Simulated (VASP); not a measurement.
# Al2O3 (R-3c) in VASP: further runs, part 2 of 2

VASP 6.6.1. The steps go on from the part before.

**4. Single point, PBE (volume 7.823 Å^3 an atom, c/a of the conventional cell 2.5187)**

INCAR reads:

```
SYSTEM = Al2O3
ALGO = Normal
EDIFF = 1E-7
ENCUT = 520
GGA = PE
ISIF = 2
ISMEAR = 0
LASPH = .True.
LCHARG = .False.
LREAL = .False.
LWAVE = .False.
NBANDS = 35
NELM = 80
PREC = Accurate
SIGMA = 0.05
```

KPOINTS reads:

```
k-points
0
Gamma
  6 6 6
  0 0 0
```

POSCAR reads:

```
Al2O3
1.0
    2.3781131152      1.3730042472      3.9931690022
   -2.3781131152      1.3730042472      3.9931690022
    0.0000000000     -2.7460084944      3.9931690022
Al O
4 6
Direct
    0.8521293568      0.8521293568      0.8521293568
    0.6478706432      0.6478706432      0.6478706432
    0.1478706432      0.1478706432      0.1478706432
    0.3521293568      0.3521293568      0.3521293568
    0.0561574040      0.4438425960      0.7500000000
    0.7500000000      0.0561574040      0.4438425960
    0.4438425960      0.7500000000      0.0561574040
    0.9438425960      0.5561574040      0.2500000000
    0.2500000000      0.9438425960      0.5561574040
    0.5561574040      0.2500000000      0.9438425960
```

Potentials or basis: VASP PAW PBE potentials, release 64 (Al, O).

Run with:

```sh
cat potpaw_PBE.64/Al/POTCAR potpaw_PBE.64/O/POTCAR > POTCAR
mpirun -np 1 vasp_std > vasp.out
```

OUTCAR:

```text
SYSTEM = Al2O3
   EDIFF = 1E-7
   ENCUT = 520
   GGA = PE
   ISIF = 2
   ISMEAR = 0
   LASPH = .True.
   LREAL = .False.
   NELM = 80
   PREC = Accurate

 ion  position               nearest neighbor table
   1  0.852  0.852  0.852-   9 1.83   8 1.83  10 1.83   7 1.90   6 1.90   5 1.90   2 2.45   3 2.78
                             3 2.78   3 2.78   2 3.15   2 3.15   2 3.15
   2  0.648  0.648  0.648-  10 1.83   8 1.83   9 1.83   6 1.90   7 1.90   5 1.90   1 2.45   4 2.78
                             4 2.78   4 2.78   1 3.15   1 3.15   1 3.15
   3  0.148  0.148  0.148-   6 1.83   5 1.83   7 1.83  10 1.90   9 1.90   8 1.90   4 2.45   1 2.78
                             1 2.78   1 2.78   4 3.15   4 3.15   4 3.15
   4  0.352  0.352  0.352-   7 1.83   5 1.83   6 1.83   9 1.90  10 1.90   8 1.90   3 2.45   2 2.78
                             2 2.78   2 2.78   3 3.15   3 3.15   3 3.15
   5  0.056  0.444  0.750-   3 1.83   4 1.83   1 1.90   2 1.90
   6  0.750  0.056  0.444-   3 1.83   4 1.83   2 1.90   1 1.90
   7  0.444  0.750  0.056-   4 1.83   3 1.83   1 1.90   2 1.90
   8  0.944  0.556  0.250-   1 1.83   2 1.83   3 1.90   4 1.90
   9  0.250  0.944  0.556-   1 1.83   2 1.83   4 1.90   3 1.90
  10  0.556  0.250  0.944-   2 1.83   1 1.83   3 1.90   4 1.90
[... 1119 lines left out ...]
     34      21.2474      0.00000
     35      21.4761      0.00000

 [... further k-points ...]

------------------------ aborting loop because EDIFF is reached ----------------------------------------

  FORCE on cell =-STRESS in cart. coord.  units (eV):
  Direction    XX          YY          ZZ          XY          YZ          ZX
  --------------------------------------------------------------------------------------
  -------------------------------------------------------------------------------------
  Total       10.1451398     10.1451398     26.5534778      0.0000000      0.0000000      0.0000000
  in kB      207.7759558    207.7759558    543.8243665      0.0000000      0.0000000      0.0000000
  external PRESSURE =     319.7920927 kB  Pullay stress =       0.0000000 kB

 VOLUME and BASIS-vectors are now :
 -----------------------------------------------------------------------------
  energy-cutoff  :      520.00
  volume of cell :       78.23
      direct lattice vectors                 reciprocal lattice vectors
     2.378113115  1.373004247  3.993169002     0.210250722  0.121388311  0.083475889
    -2.378113115  1.373004247  3.993169002    -0.210250722  0.121388311  0.083475889
     0.000000000 -2.746008494  3.993169002     0.000000000 -0.242776622  0.083475889

 POSITION                                       TOTAL-FORCE (eV/Angst)
 -----------------------------------------------------------------------------------
      0.00000      0.00000     10.20809         0.000000     -0.000000      0.890882
      0.00000      0.00000      7.76117         0.000000      0.000000     -0.890882
      0.00000      0.00000      1.77142         0.000000      0.000000     -0.890882
      0.00000      0.00000      4.21834         0.000000      0.000000      0.890882
     -0.92196     -1.37300      4.99146         0.046610     -0.000000     -0.000000
      1.65004     -0.11194      4.99146        -0.023305      0.040365     -0.000000
     -0.72808      1.48494      4.99146        -0.023305     -0.040365     -0.000000
      0.92196      1.37300      6.98805        -0.046610      0.000000     -0.000000
     -1.65004      0.11194      6.98805         0.023305     -0.040365     -0.000000
      0.72808     -1.48494      6.98805         0.023305      0.040365     -0.000000
 -----------------------------------------------------------------------------------
    total drift:                               -0.000000      0.000000      0.000000

  FREE ENERGIE OF THE ION-ELECTRON SYSTEM (eV)
  ---------------------------------------------------
  free  energy   TOTEN  =       -73.5163707340 eV

  energy  without entropy=      -73.5163707340  energy(sigma->0) =      -73.51637073
```

stdout:

```text
POSCAR found type information on POSCAR AlO
 POSCAR found :  2 types and      10 ions
 scaLAPACK will be used
 LDA part: xc-table for (Slater+PW92), standard interpolation
 POSCAR, INCAR and KPOINTS ok, starting setup
 FFT: planning ... GRIDC
 FFT: planning ... GRID_SOFT
 FFT: planning ... GRID
 WAVECAR not read
 entering main loop
```

Run time: 35 s. Hardware: 1 thread of Intel Xeon 6975P-C (Granite Rapids), shared host; peak memory 0.22 GiB.

What came out:

```yaml
Free_energy: -73.5164 eV
Pressure: 32.0 GPa
Largest_force: 0.891 eV/Å
Band_gap_on_the_k_mesh: 6.46 eV, direct
```

Forces on the atoms (eV/Å):
```
Al   0.000  0.000  0.891
Al   0.000  0.000 -0.891
Al   0.000  0.000 -0.891
Al   0.000  0.000  0.891
O    0.047  0.000  0.000
O   -0.023  0.040  0.000
O   -0.023 -0.040  0.000
O   -0.047  0.000  0.000
O    0.023 -0.040  0.000
O    0.023  0.040  0.000
```

Stress tensor (GPa, compression positive):
```
20.78  0.00  0.00
 0.00 20.78  0.00
 0.00  0.00 54.38
```

Levels at points of the mesh, in eV from the valence-band top:
```csv
k point,band 21,band 22,band 23,band 24,band 25,band 26,band 27,band 28
"(0.00, 0.00, 0.00)",-1.03,-0.81,-0.81,0.00,6.46,8.58,10.96,11.57
"(0.50, 0.00, 0.00)",-1.39,-1.39,-0.65,-0.65,9.22,9.22,10.33,10.33
"(0.50, 0.50, 0.00)",-1.65,-1.65,-1.08,-0.59,8.73,9.67,10.43,10.52
"(0.50, 0.50, 0.50)",-1.22,-1.22,-1.22,-1.22,8.57,8.57,11.23,11.23
```

 A k mesh can miss the band edges.

**5. Overview**

```csv
cell,gap on the mesh (eV),pressure (GPa),largest force (eV/Å)
"a = 5.041 Å, angles 54.2°, 10 atoms",7.29,33.3,0.31
"a = 4.940 Å, angles 56.4°, 10 atoms",7.05,32.4,0.23
"a = 4.846 Å, angles 58.8°, 10 atoms",6.46,32.0,0.89
```

Alike in all rows: task single point; level PBE; potentials or basis VASP PAW PBE potentials, release 64 (Al, O); no spin polarisation; k mesh 6 × 6 × 6; cutoff (eV) 520; smearing gaussian 0.05 eV.

Total energies depend on the potentials used, so only differences within one code and one set of settings carry meaning.
